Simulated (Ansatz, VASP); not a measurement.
# Two plane-wave programs on CdS

Contents of INCAR:

```
SYSTEM = CdS
PREC     = Accurate       ! precision mode
ENCUT    = 630            ! plane-wave cutoff, eV
EDIFF    = 1E-6           ! SCF threshold, eV
ISMEAR   = 0              ! smearing method
SIGMA    = 0.02           ! smearing width, eV
LREAL    = .FALSE.        ! projectors in reciprocal space
LASPH    = .TRUE.         ! aspherical terms in the spheres
NELM     = 120            ! most SCF steps
ALGO     = Normal         ! electronic algorithm
ISIF     = 2              ! what is computed and relaxed
LWAVE    = .FALSE.        ! write WAVECAR
LCHARG   = .TRUE.         ! write CHGCAR
GGA      = PE             ! functional
LELF     = .TRUE.         ! ELF
LVHAR    = .TRUE.       
NBANDS   = 20             ! bands
GGA_COMPAT= .FALSE.
```

KPOINTS

```
regular mesh
0
G
  9 9 6
  0 0 0
```

Contents of POSCAR:

```
CdS
1.0
    4.2182596100      0.0000000000      0.0000000000
   -2.1091298050      3.6531199820      0.0000000000
    0.0000000000      0.0000000000      5.8327875126
Cd S
1 1
Direct
    0.0000000000      0.0000000000      0.4323545299
    0.6666666700      0.3333333300      0.4446454701
```

Input for Ansatz:

```yaml
crystal:
  lattice:
    - [4.21825961, 0.0, 0.0]
    - [-2.109129805, 3.653119982, 0.0]
    - [0.0, 0.0, 5.8327875126]
  atoms:
    - { symbol: Cd, position: [0.0, 0.0, 0.4323545299] }
    - { symbol: S, position: [0.66666667, 0.33333333, 0.4446454701] }
basis:
  ecutwfc: 420
kpoints:
  mp_grid: { grid: [9, 9, 6] }
hamiltonian:
  xc: pbe
scf:
  occupations: { method: gaussian, width: 0.02 }
output:
  forces: true
  stress: true
  eigenvalues: true
  write_density: true
  write_potential: true
  elf: true
  volumetric_format: npy
```

Alike in both runs: task single point; functional PBE; k mesh 9 × 9 × 6; occupations gaussian, width 0.02 eV; no spin polarisation.

```csv
,VASP,Ansatz
version,VASP 6.6.1,Ansatz 0.2.0
potentials or method,"VASP PAW PBE potentials, release 64 (Cd_sv_GW, S), cutoff 630 eV","scalar-relativistic, plane waves, PAW"
valence electrons in the cell,26,26
```

|  | VASP | Ansatz | Ansatz less VASP |
| --- | --- | --- | --- |
| gap on the k mesh at the Fermi level (eV) | 1.53 | 1.53 | +0.005 |
| least direct gap on the mesh (eV) | 1.53 | 1.54 | +0.005 |
| pressure (GPa) | 0.5 | 0.6 | +0.07 |
| traceless stress, the component that is largest in VASP (GPa) | -0.62 | -0.61 | +0.006 |

Ansatz's warnings: xc potential rough in thin density.
